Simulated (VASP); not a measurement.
RuCl2:

```
CELL_PARAMETERS angstrom
3.59915 0.00000 0.00000
-1.79957 3.11695 0.00000
0.00000 0.00000 6.34227
ATOMIC_POSITIONS crystal
Ru 0.00000 0.00000 0.00000
Cl 0.33333 0.66667 0.19273
Cl 0.66667 0.33333 0.80727
```

Base run:

* Program: VASP 6.6.1
* Functional: PBEsol
* Potentials or basis: VASP PAW PBE potentials, release 64 (Ru_pv, Cl)
* Cutoff: 520 eV
* k mesh: 12 × 12 × 6
* Occupations: gaussian, width 0.05 eV
* Spin: no spin polarisation

Its results: band gap on the k mesh 1.01 eV (least direct gap 1.01 eV); pressure -3.8 GPa; largest force 0.481 eV/Å.

**Question.** The run is repeated on the same cell with these changes: functional from PBEsol to LDA; potentials or basis from VASP PAW PBE potentials, release 64 (Ru_pv, Cl) to VASP PAW LDA potentials, release 64 (Ru_pv, Cl). What comes out?

**Answer.** Band gap on the k mesh 0.92 eV (least direct gap 0.93 eV); pressure -6.1 GPa; largest force 0.734 eV/Å.

Caveats: the cell stands under tension; the PAW data sets were made with another functional, which shifts forces and pressure a little (at least some runs); this functional lacks dispersion, which binds layers or chains, so the pressure and a relaxed spacing across them are unreliable (at least some runs).

A k mesh can miss the band edges.
